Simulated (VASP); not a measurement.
Wanted: the native input for a VASP 6.6.1 run.

```
Task                   : relaxation of cell and atoms
Functional             : PBE
Potentials or basis    : VASP PAW PBE potentials, release 64 (B)
Cutoff                 : 600 eV
k mesh                 : 18 × 18 × 18
Occupations            : gaussian, width 0.1 eV
Spin                   : no spin polarisation
Dipole correction      : no
Further INCAR settings : ALGO = Normal; EDIFF = 1e-06; IBRION = 2; EDIFFG = -0.01; NSW = 100; ISIF = 3
```

The structure of B lies in POSCAR:

```
B
1.0
   -1.5522191749      2.6333783926      2.2512744271
    1.5522191749     -2.6333783926      2.2512744271
    1.5522191749      2.6333783926     -2.2512744271
B
4
Direct
    0.0436658607      0.2485189419      0.7951469187
    0.4533720232      0.2485189419      0.2048530813
    0.2978349758      0.6201976756      0.6776373003
    0.9425603753      0.6201976756      0.3223626997
```

One way to write it, as run:

INCAR

```
SYSTEM = B
PREC = Accurate ; ENCUT = 600
EDIFF = 1E-6 ; ISMEAR = 0
SIGMA = 0.1 ; LREAL = .False.
LASPH = .True. ; NELM = 100
ALGO = Normal ; ISIF = 3
LWAVE = .False. ; LCHARG = .False.
GGA = PE ; IBRION = 2
NSW = 100 ; EDIFFG = -0.01
```

KPOINTS

```
Automatic mesh
0
Gamma
  18 18 18
  0 0 0
```

Potentials or basis: VASP PAW PBE potentials, release 64 (B).

The run is started by

```sh
$ cat potpaw_PBE.64/B/POTCAR > POTCAR
$ mpirun -np 1 vasp_std > vasp.out
```

Results of the run:

```yaml
Relaxed_volume: 9.03 Å³/atom
Relaxed_cell: a = 3.758 Å, b = 3.758 Å, c = 3.758 Å, α = 131.42°, β = 95.19°, γ = 104.36°
Space_group_after_relaxing_to_0.05_Å: Imma (No. 74)
Energy_gained_by_relaxing: 1.9 meV/atom
Ionic_steps: 32
Pressure_after_relaxing: 0.1 GPa
Largest_force_after_relaxing: 0.006 eV/Å
Band_gap_on_the_k_mesh: zero (band 6 reaches 4.70 eV, above the bottom of band 7 at 2.25 eV)
```

Wall time 34 min on 1 thread of Intel(R) Xeon(R) 6975P-C (Granite Rapids) (shared host), peak memory 0.48 GiB.
